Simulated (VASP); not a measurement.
Runs of VASP 6.6.1 on BaTe. The structure is that of space group P6_3/mmc (No. 194), or close to it. The cells are those of the table. 

```csv
level,potentials or basis,cell,gap on the mesh (eV),pressure (GPa)
LDA,"VASP PAW LDA potentials, release 64 (Ba_sv, Te)","a = 4.849, b = 4.849, c = 8.600 Å, angles 90.0, 90.0, 120.0°, 4 atoms",(a),-2.1
PBEsol,"VASP PAW PBE potentials, release 64 (Ba_sv, Te)","a = 4.849, b = 4.849, c = 8.600 Å, angles 90.0, 90.0, 120.0°, 4 atoms",1.22,-1.2
PBE,"VASP PAW PBE potentials, release 64 (Ba_sv, Te)","a = 4.849, b = 4.849, c = 8.600 Å, angles 90.0, 90.0, 120.0°, 4 atoms",1.30,0.3
PBE,"VASP PAW PBE potentials, release 64 (Ba_sv, Te)","a = 4.810, b = 4.810, c = 8.564 Å, angles 90.0, 90.0, 120.0°, 4 atoms",1.28,0.9
PBE,"VASP PAW PBE potentials, release 64 (Ba_sv, Te)","a = 4.743, b = 4.743, c = 8.494 Å, angles 90.0, 90.0, 120.0°, 4 atoms",1.22,2.2
PBE,"VASP PAW PBE potentials, release 64 (Ba_sv, Te)","a = 4.881, b = 4.881, c = 8.657 Å, angles 90.0, 90.0, 120.0°, 4 atoms",1.35,(b)
r2SCAN,"VASP PAW PBE potentials, release 64 (Ba_sv, Te)","a = 4.849, b = 4.849, c = 8.600 Å, angles 90.0, 90.0, 120.0°, 4 atoms",1.59,0.4
PBE,"VASP PAW PBE potentials, release 64 (Ba_sv, Te)","a = 4.849, b = 4.849, c = 8.428 Å, angles 90.0, 90.0, 120.0°, 4 atoms",1.16,1.0
```

Alike in all rows: task single point; no spin polarisation; k mesh 8 × 8 × 6; cutoff (eV) 520; smearing gaussian 0.05 eV.

**Question.** Estimate the missing entries.

**Answer.** (a) 1.17; (b) -0.2.

Caveats: spin-orbit coupling is left out, which moves the levels of the heavy elements; the PAW data sets were made with another functional, which shifts forces and pressure a little (some runs).

A k mesh can miss the band edges, and the runs leave out spin-orbit coupling on Ba, Te.
